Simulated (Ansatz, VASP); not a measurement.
# Two plane-wave programs on HfC

INCAR

```
SYSTEM = HfC
PREC = Accurate
ENCUT = 600
EDIFF = 1E-6
ISMEAR = 0
SIGMA = 0.1
LREAL = .False.
LASPH = .True.
NELM = 100
ALGO = Normal
ISIF = 3
LWAVE = .False.
LCHARG = .False.
GGA = PE
IBRION = 2
NSW = 90
EDIFFG = -0.04
```

File KPOINTS:

```
regular mesh
0
Gamma
  8 4 6
  0 0 0
```

Contents of POSCAR:

```
HfC
1.0
    3.2735496700      0.0000000000      0.0000000000
    0.0000000000      4.6178338200      0.0000000000
   -3.2554423300      0.0000000000      3.2919115700
Hf C
2 2
Direct
    0.9578540200      0.7364051800      0.9813000600
    0.9578540200      0.2635948200      0.4813000600
    0.0421459800      0.2255469200      0.0186999400
    0.0421459800      0.7744530800      0.5186999400
```

Input for Ansatz:

```yaml
crystal:
  lattice:
    - [3.27354967, 0.0, 0.0]
    - [0.0, 4.61783382, 0.0]
    - [-3.25544233, 0.0, 3.29191157]
  atoms:
    - { symbol: Hf, position: [0.95785402, 0.73640518, 0.98130006] }
    - { symbol: Hf, position: [0.95785402, 0.26359482, 0.48130006] }
    - { symbol: C, position: [0.04214598, 0.22554692, 0.01869994] }
    - { symbol: C, position: [0.04214598, 0.77445308, 0.51869994] }
basis:
  ecutwfc: 420
kpoints:
  mp_grid: { grid: [8, 4, 6] }
hamiltonian:
  xc: pbe
scf:
  occupations: { method: gaussian, width: 0.1 }
  lower_state_search: "off"
output:
  forces: true
  stress: true
  eigenvalues: true
relax:
  adjacent_minimum: "off"
  f_tol: 0.04
  max_steps: 70
  cell: { stress_tol: 0.4 }
```

Alike in both runs: task relaxation of cell and atoms; functional PBE; k mesh 8 × 4 × 6; occupations gaussian, width 0.1 eV; no spin polarisation.

|  | VASP | Ansatz |
| --- | --- | --- |
| version | VASP 6.6.1 | Ansatz 0.2.0 |
| potentials or method | VASP PAW PBE potentials, release 64 (Hf_pv, C), cutoff 600 eV | scalar-relativistic, plane waves, PAW |
| valence electrons in the cell | 28 | 60 |

```csv
,VASP,Ansatz,Ansatz less VASP
"gap on the k mesh at the Fermi level, each at its own relaxed structure (eV)",none,none,-
relaxed volume (Å³/atom),12.55,12.57,+0.026
relaxed cell length with the largest relative difference (Å),4.651,4.655,+0.0043
```

A gap of «none» marks a metal or a gap that the smearing closes. VASP's potentials hold 28 valence electrons a cell and Ansatz's 60, so a difference there can come from the potentials and not from the codes.

Neither program's run includes spin-orbit coupling.
